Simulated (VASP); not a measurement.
Runs of VASP 6.6.1 on Ge. The structure is that of space group P6_3/mmc (No. 194), or close to it. The cells are those of the table. This isn't the form of Ge at room conditions, which is diamond.

```tsv
cell	gap on the mesh (eV)	pressure (GPa)	largest force (eV/Å)
a = 2.931, b = 2.931, c = 4.728 Å, angles 90.0, 90.0, 120.3°, 2 atoms	none	3.7	-
a = 3.036, b = 3.036, c = 4.728 Å, angles 90.0, 90.0, 120.3°, 2 atoms	none	-1.6	-
a = 2.976, b = 2.976, c = 4.728 Å, angles 90.0, 90.0, 120.3°, 2 atoms	none	1.2	0.01
a = 3.021, b = 3.021, c = 4.728 Å, angles 90.0, 90.0, 120.3°, 2 atoms	none	(a)	-
a = 3.043, b = 3.043, c = 4.728 Å, angles 90.0, 90.0, 120.3°, 2 atoms	none	-2.0	-
a = 3.006, b = 3.006, c = 4.728 Å, angles 90.0, 90.0, 120.3°, 2 atoms	none	(b)	-
a = 2.946, b = 2.946, c = 4.728 Å, angles 90.0, 90.0, 120.3°, 2 atoms	none	2.8	0.01
a = 2.961, b = 2.961, c = 4.728 Å, angles 90.0, 90.0, 120.3°, 2 atoms	none	2.0	0.01
a = 3.051, b = 3.051, c = 4.728 Å, angles 90.0, 90.0, 120.3°, 2 atoms	none	(c)	-
```

Alike in all rows: task single point; level PBEsol; potentials or basis VASP PAW PBE potentials, release 64 (Ge_d); no spin polarisation; k mesh 18 × 18 × 10; cutoff (eV) 520; smearing gaussian 0.15 eV.

**Question.** Fill in the values left out.

**Answer.** (a) -1.0; (b) -0.3; (c) -2.3.

Caveats: the PAW data sets were made with another functional, which shifts forces and pressure a little; the cell stands under pressure (at least some runs).

A k mesh can miss the band edges, and the runs leave out spin-orbit coupling on Ge.

A gap of «none» marks levels without a gap at the run's occupations.
